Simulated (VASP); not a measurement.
A run of VASP 6.6.1 is set up as follows.

Contents of INCAR:

```
PREC = Accurate ; ENCUT = 520
EDIFF = 1E-6 ; ISMEAR = -1
SIGMA = 0.1 ; LREAL = F
LASPH = T ; NELM = 80
ALGO = Normal ; ISIF = 2
LWAVE = F ; LCHARG = F
GGA = B5 ; ALDAX = 1.0
AGGAX = 1.0 ; AGGAC = 1.0
ALDAC = 0.0 ; NBANDS = 9
```

File KPOINTS:

```
Automatic mesh
0
Gamma
  12 12 12
```

File POSCAR:

```
Te
1.0
    0.0000000000      2.6174120058      2.6174120058
    2.6174120058      0.0000000000      2.6174120058
    2.6174120058      2.6174120058      0.0000000000
Te
1
Direct
    0.0000000000      0.0000000000      0.0000000000
```

Potentials or basis: VASP PAW PBE potentials, release 64 (Te).

Launch:

```sh
$ cat potpaw_PBE.64/Te/POTCAR > POTCAR
$ mpirun -np 1 vasp_std > vasp.out
```

Task: Predict the band gap on the k mesh.

Result: Zero (band 3 reaches 7.23 eV, above the bottom of band 4 at 4.01 eV).

Task: Estimate the pressure.

Result: -3.1 GPa.

Caveat: the PAW data sets were made with another functional, which shifts forces and pressure a little; spin-orbit coupling is left out, which moves the levels of the heavy elements.
